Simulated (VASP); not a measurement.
# MnS (Rambergite) (P6_3mc) in VASP: further runs, part 2 of 2

VASP 6.6.1.

### Step 4. Single point, PBE

This run uses another cell than the first one, of 15.52 Å³/atom, 0.981 times its volume.

Input file INCAR:

```
ALGO = Normal
EDIFF = 1E-6
ENCUT = 520
GGA = PE
ISIF = 2
ISMEAR = 0
LASPH = T
LCHARG = T
LELF = T
LREAL = F
LVHAR = T
LWAVE = F
NBANDS = 27
NELM = 60
PREC = Accurate
SIGMA = 0.05
```

Input file KPOINTS:

```
k-points
0
Gamma
  10 10 6
```

Input file POSCAR:

```
MnS
1.0
    3.4605806135      0.0000000000      0.0000000000
   -1.7302903067      2.9969507231      0.0000000000
    0.0000000000      0.0000000000      5.9865265010
Mn S
2 2
Direct
    0.3333333333      0.6666666667      0.0096723900
    0.6666666667      0.3333333333      0.5096723900
    0.3333333333      0.6666666667      0.3753276100
    0.6666666667      0.3333333333      0.8753276100
```

Potentials or basis: VASP PAW PBE potentials, release 64 (Mn_pv, S).

Launch:

```
cat potpaw_PBE.64/Mn_pv/POTCAR potpaw_PBE.64/S/POTCAR > POTCAR
mpirun -np 1 vasp_std > vasp.out
```

OUTCAR:

```text
EDIFF = 1E-6
   ENCUT = 520
   GGA = PE
   ISIF = 2
   ISMEAR = 0
   LASPH = T
   LREAL = F
   NELM = 60
   PREC = Accurate

 ion  position               nearest neighbor table
   1  0.333  0.667  0.010-   4 2.15   4 2.15   4 2.15   3 2.19
   2  0.667  0.333  0.510-   3 2.15   3 2.15   3 2.15   4 2.19
   3  0.333  0.667  0.375-   2 2.15   2 2.15   2 2.15   1 2.19
   4  0.667  0.333  0.875-   1 2.15   1 2.15   1 2.15   2 2.19

  LATTYP: Found a hexagonal cell.
 ALAT       =     3.4605806135
 C/A-ratio  =     1.7299196781

  Lattice vectors:

 A1 = (   3.4605806135,   0.0000000000,   0.0000000000)
 A2 = (  -1.7302903067,   2.9969507231,   0.0000000000)
 A3 = (   0.0000000000,   0.0000000000,   5.9865265010)

Analysis of symmetry for initial positions (statically):
=====================================================================
 Subroutine PRICEL returns:
 Original cell was already a primitive cell.

 Routine SETGRP: Setting up the symmetry group for a
 hexagonal supercell.

 Subroutine GETGRP returns: Found 12 space group operations
 (whereof  6 operations were pure point group operations)
 out of a pool of 24 trial point group operations.

The static configuration has the point symmetry C_3v.
 The point group associated with its full space group is C_6v.

Analysis of symmetry for dynamics (positions and initial velocities):
=====================================================================
 Subroutine PRICEL returns:
 Original cell was already a primitive cell.

 Routine SETGRP: Setting up the symmetry group for a
 hexagonal supercell.

 Subroutine GETGRP returns: Found 12 space group operations
 (whereof  6 operations were pure point group operations)
 out of a pool of 24 trial point group operations.

The dynamic configuration has the point symmetry C_3v.
 The point group associated with its full space group is C_6v.

 Subroutine INISYM returns: Found 12 space group operations
 (whereof  6 operations are pure point group operations),
 and found     1 'primitive' translations

----------------------------------------------------------------------------------------

                                     Primitive cell

  volume of cell :      62.0874

  direct lattice vectors                    reciprocal lattice vectors
     3.460580613  0.000000000  0.000000000     0.288968850  0.166836243  0.000000000
    -1.730290307  2.996950723  0.000000000     0.000000000  0.333672487  0.000000000
     0.000000000  0.000000000  5.986526501     0.000000000  0.000000000  0.167041773

  length of vectors
     3.460580613  3.460580613  5.986526501     0.333672487  0.333672487  0.167041773

  position of ions in fractional coordinates (direct lattice)
     0.333333333  0.666666667  0.009672390
     0.666666667  0.333333333  0.509672390
     0.333333333  0.666666667  0.375327610
     0.666666667  0.333333333  0.875327610

  ion indices of the primitive-cell ions
   primitive index   ion index
                 1           1
                 2           2
                 3           3
                 4           4

----------------------------------------------------------------------------------------

 KPOINTS: k-points

Automatic generation of k-mesh.
 Grid dimensions read from file:
 generate k-points for:   10   10    6

 Generating k-lattice:

  Cartesian coordinates                     Fractional coordinates (reciprocal lattice)
     0.028896885  0.016683624  0.000000000     0.100000000 -0.000000000  0.000000000
     0.000000000  0.033367249  0.000000000     0.000000000  0.100000000  0.000000000
     0.000000000  0.000000000  0.027840295     0.000000000  0.000000000  0.166666667

  Length of vectors
     0.033367249  0.033367249  0.027840295

  Shift w.r.t. Gamma in fractional coordinates (k-lattice)
     0.000000000  0.000000000  0.000000000

 Subroutine IBZKPT returns following result:
 ===========================================

 Found     56 irreducible k-points:

 Following reciprocal coordinates:
            Coordinates               Weight
  0.000000  0.000000  0.000000      1.000000
  0.100000 -0.000000  0.000000      6.000000
  0.200000 -0.000000  0.000000      6.000000
  0.300000  0.000000  0.000000      6.000000
  0.400000  0.000000  0.000000      6.000000
  0.500000  0.000000  0.000000      3.000000
[... 16 lines left out ...]
  0.300000  0.100000  0.166667     24.000000
  0.400000  0.100000  0.166667     24.000000
 [... further k-points ...]
   k-points           NKPTS =     56   k-points in BZ     NKDIM =     56   number of bands    NBANDS=     27
   number of dos      NEDOS =    301   number of ions     NIONS =      4
   total plane-waves  NPLWV =  37632
   dimension x,y,z NGX =    28 NGY =   28 NGZ =   48
   dimension x,y,z NGXF=    56 NGYF=   56 NGZF=   96
   ions per type =               2   2
   NGX,Y,Z   is equivalent  to a cutoff of  13.45, 13.45, 13.33 a.u.
   NGXF,Y,Z  is equivalent  to a cutoff of  26.90, 26.90, 26.66 a.u.
 SYSTEM =  unknown system
   PREC   = accura    normal or accurate (medium, high low for compatibility)
   ISTART =      0    job   : 0-new  1-cont  2-samecut
   ICHARG =      2    charge: 1-file 2-atom 10-const
   ISPIN  =      1    spin polarized calculation?
   LNONCOLLINEAR =      F non collinear calculations
   LSORBIT =      F    spin-orbit coupling
   LASPH  =      T    aspherical Exc in radial PAW
   ENCUT  =  520.0 eV  38.22 Ry    6.18 a.u.   6.43  6.43 11.13*2*pi/ulx,y,z
   NELM   =     60;   NELMIN=  2; NELMDL= -5     # of ELM steps
   EDIFF  = 0.1E-05   stopping-criterion for ELM
   LREAL  =      F    real-space projection
   EDIFFG = 0.1E-04   stopping-criterion for IOM
   NSW    =      0    number of steps for IOM
   IBRION =     -1    ionic relax: 0-MD 1-quasi-New 2-CG
   NFREE  =      0    steps in history (QN), initial steepest desc. (CG)
   ISIF   =      2    stress and relaxation
   ISYM   =      2    0-nonsym 1-usesym 2-fastsym
   POTIM  = 0.5000    time-step for ionic-motion
   TEBEG  =    0.0;   TEEND  =   0.0 temperature during run
   PSTRESS=    0.0 pullay stress
   NELECT =      38.0000    total number of electrons
   NUPDOWN=      -1.0000    fix difference up-down
   EMIN   =  10.00;   EMAX   =-10.00  energy-range for DOS
   EFERMI =   0.00;   METHOD = LEGACY
   ISMEAR =     0;   SIGMA  =   0.05  broadening in eV -4-tet -1-fermi 0-gaus
   EFERMI_NEDOS =   21; number of points for ismear=-14 and -15
   IALGO  =     38    algorithm
   IMIX   =      4    mixing-type and parameters
     AMIX     =   0.40;   BMIX     =  1.00
     AMIX_MAG =   1.60;   BMIX_MAG =  1.00
  volume/ion in A,a.u.               =      15.52       104.75
  Fermi-wavevector in a.u.,A,eV,Ry     =   1.389958  2.626639 26.286211  1.931982
  Thomas-Fermi vector in A             =   2.513939
   LORBIT       =      0    0 simple, 1 ext, 2 COOP (PROOUT), +10 PAW based schemes
   GGA     = PE    functional components
   LHFCALC =     F    Hartree Fock is set to
   AEXX    =    0.0000 exact exchange contribution
   IVDW    =     0    specifies the selected vdW correction
   LEPSILON=     F    determine dielectric tensor
   LRPA    =     F    only Hartree local field effects (RPA)
 non-spin polarized calculation
 Gauss-broadening in eV      SIGMA  =   0.05
  energy-cutoff  :      520.00
  volume of cell :       62.09
 maximum number of plane-waves:      1696
 NGX is ok and might be reduce to    28
   NGX = 13   NGY = 13   NGZ = 23

 number of electron      38.0000015 magnetization

 Free energy of the ion-electron system (eV)
  ---------------------------------------------------
  ext. energy  EPLUGINS =         0.00000000
  ---------------------------------------------------
  free energy    TOTEN  =       -27.05358595 eV

  energy without entropy =      -27.04670621  energy(sigma->0) =      -27.05014608

 E-fermi :   7.1354     XC(G=0): -11.1098

 val. band max:        7.1322279189   @ k =   0.4000   0.0000   0.5000
 cond. band min:       7.1415148573   @ k =   0.3000   0.2000   0.3333
 fundamental gap:      0.0092869384
 Fermi energy:         7.1354244328

 k-point     1 :       0.0000    0.0000    0.0000
  band No.  band energies     occupation
      1     -40.6549      2.00000
      2     -40.6358      2.00000
      3     -40.4975      2.00000
      4     -40.4975      2.00000
      5     -40.4949      2.00000
      6     -40.4949      2.00000
[... 19 lines left out ...]
     26      13.0671      0.00000
     27      14.3521      0.00000
[... 667 lines left out ...]
      5     -40.5041      2.00000
      6     -40.5010      2.00000
[... 19 lines left out ...]
     26      13.8011      0.00000
     27      14.3215      0.00000

 [... further k-points ...]
[... 5 lines left out ...]
  --------------------------------------------------------------------------------------
  -------------------------------------------------------------------------------------
  Total        0.0540390      0.0540390      0.0490868      0.0000000      0.0000000      0.0000000
  in kB        1.3944868      1.3944868      1.2666952      0.0000000      0.0000000      0.0000000
  external PRESSURE =       1.3518896 kB  Pullay stress =       0.0000000 kB

 VOLUME and BASIS-vectors are now :
 -----------------------------------------------------------------------------
  energy-cutoff  :      520.00
  volume of cell :       62.09
      direct lattice vectors                 reciprocal lattice vectors
     3.460580613  0.000000000  0.000000000     0.288968850  0.166836243  0.000000000
    -1.730290307  2.996950723  0.000000000     0.000000000  0.333672487  0.000000000
     0.000000000  0.000000000  5.986526501     0.000000000  0.000000000  0.167041773

 POSITION                                       TOTAL-FORCE (eV/Angst)
 -----------------------------------------------------------------------------------
     -0.00000      1.99797      0.05790         0.000000     -0.000000      0.001086
      1.73029      0.99898      3.05117        -0.000000      0.000000      0.001086
     -0.00000      1.99797      2.24691         0.000000     -0.000000     -0.001086
      1.73029      0.99898      5.24017        -0.000000      0.000000     -0.001086
 -----------------------------------------------------------------------------------
    total drift:                               -0.000000     -0.000000      0.000747

  FREE ENERGIE OF THE ION-ELECTRON SYSTEM (eV)
  ---------------------------------------------------
  free  energy   TOTEN  =       -27.0535859547 eV

  energy  without entropy=      -27.0467062140  energy(sigma->0) =      -27.05014608
```

OSZICAR:

```text
N       E                     dE             d eps       ncg     rms          rms(c)
DAV:   1     0.410137113709E+03    0.41014E+03   -0.21530E+04  3048   0.160E+03
DAV:   2     0.101042709101E+01   -0.40913E+03   -0.39444E+03  3038   0.447E+02
DAV:   3    -0.294182914883E+02   -0.30429E+02   -0.29800E+02  3307   0.127E+02
DAV:   4    -0.302464938262E+02   -0.82820E+00   -0.82443E+00  3390   0.213E+01
DAV:   5    -0.302633532127E+02   -0.16859E-01   -0.16853E-01  3514   0.333E+00    0.218E+01
DAV:   6    -0.312280607105E+02   -0.96471E+00   -0.49863E+01  3195   0.669E+01    0.199E+01
DAV:   7    -0.270885416606E+02    0.41395E+01   -0.23045E+01  3201   0.501E+01    0.789E+00
DAV:   8    -0.270723854012E+02    0.16156E-01   -0.13546E+00  3324   0.724E+00    0.173E+00
DAV:   9    -0.270546378662E+02    0.17748E-01   -0.63197E-02  4032   0.181E+00    0.777E-01
DAV:  10    -0.270535121463E+02    0.11257E-02   -0.98864E-03  3267   0.627E-01    0.266E-01
DAV:  11    -0.270535985333E+02   -0.86387E-04   -0.32377E-04  3605   0.119E-01    0.109E-01
DAV:  12    -0.270535853809E+02    0.13152E-04   -0.40358E-05  3279   0.450E-02    0.179E-02
DAV:  13    -0.270535859547E+02   -0.57381E-06   -0.35110E-06  3297   0.162E-02
   1 F= -.27053586E+02 E0= -.27050146E+02  d E =-.687974E-02
```

Wall time 78 s (1 thread of Intel Xeon Platinum 8259CL at 2.50GHz (Skylake/Cascade Lake), shared host); peak memory 0.22 GiB.

Results:

| Property | Result |
| --- | --- |
| Free energy | -27.0536 eV |
| Pressure | 0.1 GPa |
| Band gap on the k mesh | zero (band 19 reaches 8.17 eV, above the bottom of band 20 at 6.92 eV) |

Caveat: the run has no spin polarisation, though such a crystal can be magnetic; semilocal functionals often make such compounds metallic where correlation or magnetic order opens a gap, which also shifts bond lengths. Spin polarisation is off, so any magnetic state and its effect on volume and gap are missing.

### Step 5. The runs side by side

```tsv
cell	k mesh	gap on the mesh (eV)	pressure (GPa)
a = 3.480, b = 3.480, c = 6.033 Å, angles 90.0, 90.0, 120.0°, 4 atoms	12 × 12 × 6	none	-2.3
a = 3.510, b = 3.510, c = 6.045 Å, angles 90.0, 90.0, 120.0°, 4 atoms	12 × 12 × 6	none	-4.4
a = 3.461, b = 3.461, c = 5.987 Å, angles 90.0, 90.0, 120.0°, 4 atoms	10 × 10 × 6	none	0.1
```

Alike in all rows: task single point; level PBE; potentials or basis VASP PAW PBE potentials, release 64 (Mn_pv, S); no spin polarisation; cutoff (eV) 520; smearing gaussian 0.05 eV.

Caveats: the run has no spin polarisation, though such a crystal can be magnetic; semilocal functionals often make such compounds metallic where correlation or magnetic order opens a gap, which also shifts bond lengths.

Absolute energies hang on the potentials; compare differences alone.
